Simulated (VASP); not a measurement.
Input of a VASP 6.6.1 run:

INCAR

```
SYSTEM = Ag
PREC = Accurate ; ENCUT = 520
EDIFF = 1E-6 ; ISMEAR = -1
SIGMA = 0.05 ; LREAL = .FALSE.
LASPH = .TRUE. ; NELM = 80
ALGO = Normal ; ISIF = 2
LWAVE = .FALSE. ; LCHARG = .FALSE.
GGA = PE ; NBANDS = 12
```

Contents of KPOINTS:

```
Automatic mesh
0
G
  15 15 15
  0 0 0
```

Contents of POSCAR:

```
Ag
1.0
   -0.0204310000      2.0328845000      2.0328845000
    2.0328845000     -0.0204310000      2.0328845000
    2.0328845000      2.0328845000     -0.0204310000
Ag
1
Direct
    0.0000000000      0.0000000000      0.0000000000
```

Potentials or basis: VASP PAW PBE potentials, release 64 (Ag).

Launch:

```sh
$ cat potpaw_PBE.64/Ag/POTCAR > POTCAR
$ mpirun -np 1 vasp_std > vasp.out
```

Task: Estimate the pressure.

Result: 4.4 GPa.

Stress tensor (GPa, compression positive):
```
4.44 0.28 0.28
0.28 4.44 0.28
0.28 0.28 4.44
```

Caveat: the cell differs from its parent crystal (equal xy, yz and zx shear strains of -1 %).
